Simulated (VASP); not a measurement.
A run of VASP 6.6.1 is set up as follows.

The input INCAR:

```
SYSTEM = As
  PREC = Accurate
  ENCUT = 520
  EDIFF = 1E-6
  ISMEAR = 0
  SIGMA = 0.05
  LREAL = .FALSE.
  LASPH = .TRUE.
  NELM = 60
  ALGO = Normal
  ISIF = 2
  LWAVE = .FALSE.
  LCHARG = .FALSE.
  GGA = PE
  NBANDS = 18
```

File KPOINTS:

```
regular mesh
0
G
  18 16 1
  0 0 0
```

POSCAR

```
As
1.0
    3.6500000000      0.0000000000      0.0000000000
    0.0000000000      4.4700000000      0.0000000000
    0.0000000000      0.0000000000     15.4200000000
As
4
Direct
    0.5000000000      0.9400000000      0.4215304800
    0.0000000000      0.5600000000      0.4215304800
    0.5000000000      0.0600000000      0.5784695200
    0.0000000000      0.4400000000      0.5784695200
```

Potentials or basis: VASP PAW PBE potentials, release 64 (As).

Run with:

```sh
$ cat potpaw_PBE.64/As/POTCAR > POTCAR
$ mpirun -np 1 vasp_std > vasp.out
```

**Question.** What does it give for the largest force?

**Answer.** 0.055 eV/Å.

Forces on the atoms (eV/Å):
```
As   0.000  0.013 -0.054
As   0.000 -0.013 -0.054
As   0.000 -0.013  0.054
As   0.000  0.013  0.054
```

Caveat: there is no dipole correction, which matters where the two faces differ.
